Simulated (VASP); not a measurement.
# SiC (Moissanite): single point with r2SCAN

SiC (Moissanite):

```xyz
4
Lattice="3.0344 0.0000 0.0000 -1.5172 2.6279 0.0000 0.0000 0.0000 4.9798" Properties=species:S:1:pos:R:3 pbc="T T T"
Si    1.5172    0.8760    2.4899
Si    0.0000    1.7519    0.0000
C     1.5172    0.8760    4.4071
C     0.0000    1.7519    1.9172
```

```
Program             : VASP 6.6.1
Task                : single point
Functional          : r2SCAN
Potentials or basis : VASP PAW PBE potentials, release 64 (Si, C)
Cutoff              : 520 eV
k mesh              : 10 × 10 × 5
Occupations         : fermi-dirac, width 0.05 eV
Spin                : no spin polarisation
```

- Pressure: 10.0 GPa
- Largest force: 0.838 eV/Å
- Band gap on the k mesh: 2.81 eV, indirect (least direct gap 4.69 eV)

Forces on the atoms (eV/Å):
```
Si   0.000  0.000  0.838
Si   0.000  0.000  0.838
C    0.000  0.000 -0.838
C    0.000  0.000 -0.838
```

Stress tensor (GPa, compression positive):
```
12.00  0.00  0.00
 0.00 12.00  0.00
 0.00  0.00  6.10
```

Levels at points of the mesh, in eV from the valence-band top:
| k point | band 5 | band 6 | band 7 | band 8 | band 9 | band 10 | band 11 | band 12 |
| --- | --- | --- | --- | --- | --- | --- | --- | --- |
| (0.00, 0.00, 0.00) | -1.67 | -0.29 | -0.29 | 0.00 | 5.57 | 7.02 | 7.28 | 7.28 |
| (0.50, 0.00, 0.00) | -5.78 | -3.80 | -3.45 | -1.58 | 3.12 | 4.69 | 7.65 | 7.88 |

It took 45 s on 1 thread of Intel(R) Xeon(R) Platinum 8488C (Sapphire Rapids), with other jobs on the host, peak memory 0.16 GiB.

Caveat: the PAW data sets were made with another functional, which shifts forces and pressure a little. A k mesh can miss the band edges.
